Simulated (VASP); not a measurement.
# Mg2Te3O: single point with PBE

Mg2Te3O:

```
CELL_PARAMETERS angstrom
3.76482 -5.86339 0.00000
3.76482 5.86339 0.00000
0.00000 0.00000 4.35314
ATOMIC_POSITIONS crystal
Mg 0.72934 0.72934 0.50000
Mg 0.27066 0.27066 0.50000
Te 0.68524 0.31476 0.50000
Te 0.31476 0.68524 0.50000
Te 0.00000 0.00000 0.00000
O 0.00000 0.00000 0.50000
```

The cell was generated, and may not be a known phase.

| Property | Result |
| --- | --- |
| Program | VASP 6.6.1 |
| Task | single point |
| Functional | PBE |
| Potentials or basis | VASP PAW PBE potentials, release 64 (Mg, Te, O) |
| Cutoff | 520 eV |
| k mesh | 6 × 6 × 10 |
| Occupations | gaussian, width 0.1 eV |
| Spin | no spin polarisation |
| Dipole correction | no |
| Further INCAR settings | ALGO = Normal; EDIFF = 1e-07; NBANDS = 23 |

The pressure is -0.1 GPa. The largest force is 0.016 eV/Å. The band gap on the k mesh is zero (bands 14 and 15 overlap by 0.97 eV).

Forces in eV/Å, atoms in the order of the input:
```
Mg   0.016  0.000  0.000
Mg  -0.016  0.000  0.000
Te   0.000  0.004  0.000
Te   0.000 -0.004  0.000
Te   0.000  0.000  0.000
O    0.000  0.000  0.000
```

Stress tensor (GPa, compression positive):
```
-0.13  0.00  0.00
 0.00 -0.05  0.00
 0.00  0.00 -0.16
```

Levels at points of the mesh, in eV from the Fermi level:
```tsv
k point	band 12	band 13	band 14	band 15	band 16	band 17
(0.00, 0.00, 0.00)	0.00	0.06	0.56	0.73	2.48	4.94
(0.50, 0.00, 0.00)	-0.54	0.22	0.26	0.53	2.93	4.65
(0.50, 0.50, 0.00)	-0.24	0.27	0.33	0.42	3.44	4.38
(0.00, 0.00, 0.50)	-1.39	-0.78	-0.55	-0.36	0.45	3.17
(0.50, 0.00, 0.50)	-1.18	-0.70	-0.68	-0.27	0.97	3.62
(0.50, 0.50, 0.50)	-1.41	-0.38	-0.34	0.03	0.93	3.38
```

It took 9.6 min on 1 thread of Intel Xeon 8259CL, with other jobs on the host, peak memory 0.53 GiB.

Caveat: spin-orbit coupling is left out, which moves the levels of the heavy elements.
